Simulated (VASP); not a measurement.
Input of a VASP 6.6.1 run:

INCAR

```
SYSTEM = Te
ALGO = Normal
EDIFF = 1E-6
ENCUT = 500
GGA = PE
GGA_COMPAT = .False.
ISIF = 2
ISMEAR = -1
LASPH = .True.
LCHARG = .False.
LORBIT = 11
LORBMOM = .True.
LREAL = .False.
LSORBIT = .True.
LWAVE = .False.
MAGMOM = 0 0 0
NBANDS = 17
NELM = 200
PREC = Accurate
SIGMA = 0.15
```

KPOINTS

```
k-points
0
Gamma
  4 4 4
  0 0 0
```

File POSCAR:

```
Te
1.0
    0.0000000000      2.4187000000      2.4187000000
    2.4187000000      0.0000000000      2.4187000000
    2.4187000000      2.4187000000      0.0000000000
Te
1
Direct
    0.0000000000      0.0000000000      0.0000000000
```

Potentials or basis: VASP PAW PBE potentials, release 64 (Te).

Launch:

```bash
$ cat potpaw_PBE.64/Te/POTCAR > POTCAR
$ mpirun -np 1 vasp_ncl > vasp.out
```

Q: Predict the pressure.

A: 0.5 GPa.

Q: Predict the net moment.

A: 0.00 μB per cell.

Moments on the atoms (μB; x, y, z):
```
Te  0.00 0.00 0.00
```

Caveat: the k points lie up to 0.56 Å⁻¹ apart.
